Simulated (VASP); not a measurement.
# Si3N4 (P-43m) in VASP: further runs

Runs on Si3N4. Level: PBE. Tasks: single point.

Program: VASP 6.6.1. These are calculated values, not measurements. Logs are shortened: lines on timing, memory, paths and dates and some standing lists are left out, and cuts for length are marked.

### Step 1. The cell of the first run

Symmetry: P-43m, No. 215, cubic system. The conventional cell has a = 4.185 Å, b = 4.185 Å, c = 4.185 Å, α = 90.00°, β = 90.00°, γ = 90.00°. Within 2.4 Å of Si (site symmetry -42m) lie 4 N at 1.79 Å. Within 2.4 Å of N (site symmetry 3m) lie 3 Si at 1.79 Å.

### Step 2. Single point, PBE

INCAR reads:

```
SYSTEM = Si3N4
PREC = Accurate
ENCUT = 520
EDIFF = 1E-6
ISMEAR = -1
SIGMA = 0.05
LREAL = .False.
LASPH = .True.
NELM = 60
ALGO = Normal
ISIF = 2
LWAVE = .False.
LCHARG = .False.
GGA = PE
NBANDS = 25
```

KPOINTS reads:

```
regular mesh
0
Gamma
  7 7 7
  0 0 0
```

POSCAR reads:

```
Si3N4
1.0
    4.1851386021      0.0000000000      0.0000000000
    0.0000000000      4.1851386021      0.0000000000
    0.0000000000      0.0000000000      4.1851386021
Si N
3 4
Direct
    0.0000000000      0.0000000000      0.5000000000
    0.5000000000      0.0000000000      0.0000000000
    0.0000000000      0.5000000000      0.0000000000
    0.2395200000      0.2395200000      0.7604800000
    0.7604800000      0.7604800000      0.7604800000
    0.2395200000      0.7604800000      0.2395200000
    0.7604800000      0.2395200000      0.2395200000
```

Potentials or basis: VASP PAW PBE potentials, release 64 (Si, N).

Run with:

```sh
$ cat potpaw_PBE.64/Si/POTCAR potpaw_PBE.64/N/POTCAR > POTCAR
$ mpirun -np 1 vasp_std > vasp.out
```

OUTCAR:

```text
SYSTEM = Si3N4
   PREC = Accurate
   ENCUT = 520
   EDIFF = 1E-6
   ISMEAR = -1
   LREAL = .False.
   LASPH = .True.
   NELM = 60
   ISIF = 2
   GGA = PE

 ion  position               nearest neighbor table
   1  0.000  0.000  0.500-   4 1.79   5 1.79   6 1.79   7 1.79   2 2.96   3 2.96   2 2.96   3 2.96
                             3 2.96   3 2.96   2 2.96   2 2.96
   2  0.500  0.000  0.000-   4 1.79   5 1.79   6 1.79   7 1.79   1 2.96   3 2.96   1 2.96   3 2.96
                             1 2.96   3 2.96   1 2.96   3 2.96
   3  0.000  0.500  0.000-   4 1.79   5 1.79   6 1.79   7 1.79   1 2.96   2 2.96   1 2.96   1 2.96
                             2 2.96   1 2.96   2 2.96   2 2.96
   4  0.240  0.240  0.760-   1 1.79   2 1.79   3 1.79
   5  0.760  0.760  0.760-   1 1.79   2 1.79   3 1.79
   6  0.240  0.760  0.240-   1 1.79   2 1.79   3 1.79
   7  0.760  0.240  0.240-   1 1.79   2 1.79   3 1.79

  LATTYP: Found a simple cubic cell.
 ALAT       =     4.1851386021

  Lattice vectors:

 A1 = (   4.1851386021,   0.0000000000,   0.0000000000)
 A2 = (   0.0000000000,   4.1851386021,   0.0000000000)
 A3 = (   0.0000000000,   0.0000000000,   4.1851386021)

Analysis of symmetry for initial positions (statically):
=====================================================================
 Subroutine PRICEL returns:
 Original cell was already a primitive cell.

 Routine SETGRP: Setting up the symmetry group for a
 simple cubic supercell.

 Subroutine GETGRP returns: Found 24 space group operations
 (whereof 24 operations were pure point group operations)
 out of a pool of 48 trial point group operations.

The static configuration has the point symmetry T_d .

Analysis of symmetry for dynamics (positions and initial velocities):
=====================================================================
 Subroutine PRICEL returns:
 Original cell was already a primitive cell.

 Routine SETGRP: Setting up the symmetry group for a
 simple cubic supercell.

 Subroutine GETGRP returns: Found 24 space group operations
 (whereof 24 operations were pure point group operations)
 out of a pool of 48 trial point group operations.

The dynamic configuration has the point symmetry T_d .

 Subroutine INISYM returns: Found 24 space group operations
 (whereof 24 operations are pure point group operations),
 and found     1 'primitive' translations

[... 99 lines left out ...]
   EDIFF  = 0.1E-05   stopping-criterion for ELM
   LREAL  =      F    real-space projection
   EDIFFG = 0.1E-04   stopping-criterion for IOM
   NSW    =      0    number of steps for IOM
   IBRION =     -1    ionic relax: 0-MD 1-quasi-New 2-CG
   NFREE  =      0    steps in history (QN), initial steepest desc. (CG)
   ISIF   =      2    stress and relaxation
   ISYM   =      2    0-nonsym 1-usesym 2-fastsym
   POTIM  = 0.5000    time-step for ionic-motion
   TEBEG  =    0.0;   TEEND  =   0.0 temperature during run
   PSTRESS=    0.0 pullay stress
   NELECT =      32.0000    total number of electrons
   NUPDOWN=      -1.0000    fix difference up-down
   EMIN   =  10.00;   EMAX   =-10.00  energy-range for DOS
   EFERMI =   0.00;   METHOD = LEGACY
   ISMEAR =    -1;   SIGMA  =   0.05  broadening in eV -4-tet -1-fermi 0-gaus
   EFERMI_NEDOS =   21; number of points for ismear=-14 and -15
   IALGO  =     38    algorithm
   IMIX   =      4    mixing-type and parameters
     AMIX     =   0.40;   BMIX     =  1.00
     AMIX_MAG =   1.60;   BMIX_MAG =  1.00
  volume/ion in A,a.u.               =      10.47        70.67
  Fermi-wavevector in a.u.,A,eV,Ry     =   1.241886  2.346824 20.983996  1.542280
  Thomas-Fermi vector in A             =   2.376264
   LORBIT       =      0    0 simple, 1 ext, 2 COOP (PROOUT), +10 PAW based schemes
   GGA     = PE    functional components
   LHFCALC =     F    Hartree Fock is set to
   AEXX    =    0.0000 exact exchange contribution
   IVDW    =     0    specifies the selected vdW correction
   LEPSILON=     F    determine dielectric tensor
   LRPA    =     F    only Hartree local field effects (RPA)
 non-spin polarized calculation
  energy-cutoff  :      520.00
  volume of cell :       73.30
 maximum number of plane-waves:      1991
 NGX is ok and might be reduce to    32
   NGX = 15   NGY = 15   NGZ = 15

 number of electron      32.0000005 magnetization

 Free energy of the ion-electron system (eV)
  ---------------------------------------------------
  ext. energy  EPLUGINS =         0.00000000
  ---------------------------------------------------
  free energy    TOTEN  =       -55.47179412 eV

  energy without entropy =      -55.47179412  energy(sigma->0) =      -55.47179412

 E-fermi :   7.5594     XC(G=0): -10.9656

 val. band max:        6.4065530216   @ k =   0.4286   0.4286   0.4286
 cond. band min:       9.0970980576   @ k =   0.0000   0.0000   0.0000
 fundamental gap:      2.6905450360
 Fermi energy:         7.5594073320

 k-point     1 :       0.0000    0.0000    0.0000
  band No.  band energies     occupation
      1     -11.2750      2.00000
      2      -7.5850      2.00000
      3      -7.5850      2.00000
      4      -7.5850      2.00000
      5      -2.0915      2.00000
      6      -2.0915      2.00000
[... 549 lines left out ...]
     24      16.0491      0.00000
     25      16.1688      0.00000

------------------------ aborting loop because EDIFF is reached ----------------------------------------

  FORCE on cell =-STRESS in cart. coord.  units (eV):
  Direction    XX          YY          ZZ          XY          YZ          ZX
  --------------------------------------------------------------------------------------
  -------------------------------------------------------------------------------------
  Total       -4.0536461     -4.0536461     -4.0536461      0.0000000     -0.0000000      0.0000000
  in kB      -88.5986033    -88.5986033    -88.5986033      0.0000000     -0.0000000      0.0000000
  external PRESSURE =     -88.5986033 kB  Pullay stress =       0.0000000 kB

 VOLUME and BASIS-vectors are now :
 -----------------------------------------------------------------------------
  energy-cutoff  :      520.00
  volume of cell :       73.30
      direct lattice vectors                 reciprocal lattice vectors
     4.185138602  0.000000000  0.000000000     0.238940713  0.000000000  0.000000000
     0.000000000  4.185138602  0.000000000     0.000000000  0.238940713  0.000000000
     0.000000000  0.000000000  4.185138602     0.000000000  0.000000000  0.238940713

 POSITION                                       TOTAL-FORCE (eV/Angst)
 -----------------------------------------------------------------------------------
      0.00000      0.00000      2.09257        -0.000000      0.000000     -0.000000
      2.09257      0.00000      0.00000        -0.000000      0.000000      0.000000
      0.00000      2.09257      0.00000        -0.000000      0.000000     -0.000000
      1.00242      1.00242      3.18271        -0.189413     -0.189413      0.189413
      3.18271      3.18271      3.18271         0.189413      0.189413      0.189413
      1.00242      3.18271      1.00242        -0.189413      0.189413     -0.189413
      3.18271      1.00242      1.00242         0.189413     -0.189413     -0.189413
 -----------------------------------------------------------------------------------
    total drift:                                0.000000      0.000000      0.000000

  FREE ENERGIE OF THE ION-ELECTRON SYSTEM (eV)
  ---------------------------------------------------
  free  energy   TOTEN  =       -55.4717941155 eV

  energy  without entropy=      -55.4717941155  energy(sigma->0) =      -55.47179412
```

stdout:

```text
POSCAR found type information on POSCAR SiN
 POSCAR found :  2 types and       7 ions
 scaLAPACK will be used
 LDA part: xc-table for (Slater+PW92), standard interpolation
 POSCAR, INCAR and KPOINTS ok, starting setup
 FFT: planning ... GRIDC
 FFT: planning ... GRID_SOFT
 FFT: planning ... GRID
 WAVECAR not read
 entering main loop
```

Run time: 17 s. Hardware: 1 thread of AMD EPYC 9R45 (Zen 5), shared host; peak memory 0.14 GiB.

What came out:

```
Free energy            : -55.4718 eV
Pressure               : -8.9 GPa
Largest force          : 0.328 eV/Å
Band gap on the k mesh : 2.69 eV (least direct gap 2.87 eV)
```

Forces on the atoms (eV/Å):
```
Si   0.000  0.000  0.000
Si   0.000  0.000  0.000
Si   0.000  0.000  0.000
N   -0.189 -0.189  0.189
N    0.189  0.189  0.189
N   -0.189  0.189 -0.189
N    0.189 -0.189 -0.189
```

Levels at points of the mesh, in eV from the valence-band top:
```tsv
k point	band 12	band 13	band 14	band 15	band 16	band 17	band 18	band 19	band 20	band 21
(0.00, 0.00, 0.00)	-3.27	-3.27	-0.18	-0.18	-0.18	2.69	2.69	2.69	3.75	6.57
```

Caveat: the cell stands under tension; an odd mesh through Γ misses points on the zone boundary, where band edges can lie.

### Step 3. Single point, PBE

This run uses another cell than the first one, of 10.67 Å³/atom.

INCAR reads:

```
SYSTEM = Si3N4
  PREC = Accurate
  ENCUT = 520
  EDIFF = 1E-7
  ISMEAR = -1
  SIGMA = 0.05
  LREAL = .False.
  LASPH = .True.
  NELM = 100
  ALGO = Normal
  ISIF = 2
  LWAVE = .False.
  LCHARG = .False.
  GGA = PE
  NBANDS = 25
```

KPOINTS is that of step 2.

POSCAR, as its differences from that of step 2:

```diff
@@ -2,5 +2,5 @@
 1.0
-    4.1851386021      0.0000000000      0.0000000000
-    0.0000000000      4.1851386021      0.0000000000
-    0.0000000000      0.0000000000      4.1851386021
+    4.2117962546      0.0000000000      0.0000000000
+    0.0000000000      4.2117962546      0.0000000000
+    0.0000000000      0.0000000000      4.2117962546
 Si N
```

Potentials or basis: VASP PAW PBE potentials, release 64 (Si, N).

Run with:

```sh
$ cat potpaw_PBE.64/Si/POTCAR potpaw_PBE.64/N/POTCAR > POTCAR
$ mpirun -np 1 vasp_std > vasp.out
```

It took 18 s on 1 thread of AMD EPYC 9R45 (Zen 5), shared host; peak memory 0.15 GiB.

It converged, with:

```
Free energy            : -55.3784 eV
Pressure               : -12.5 GPa
Largest force          : 0.465 eV/Å
Band gap on the k mesh : 2.67 eV (least direct gap 2.84 eV)
```

Forces in eV/Å, atoms in the order of the input:
```
Si   0.000  0.000  0.000
Si   0.000  0.000  0.000
Si   0.000  0.000  0.000
N   -0.268 -0.268  0.268
N    0.268  0.268  0.268
N   -0.268  0.268 -0.268
N    0.268 -0.268 -0.268
```

Levels at points of the mesh, in eV from the valence-band top:
| k point | band 14 | band 15 | band 16 | band 17 | band 18 | band 19 |
| --- | --- | --- | --- | --- | --- | --- |
| (0.00, 0.00, 0.00) | -0.17 | -0.17 | -0.17 | 2.67 | 2.67 | 2.67 |

Caveat: the cell stands under tension; an odd mesh through Γ misses points on the zone boundary, where band edges can lie.
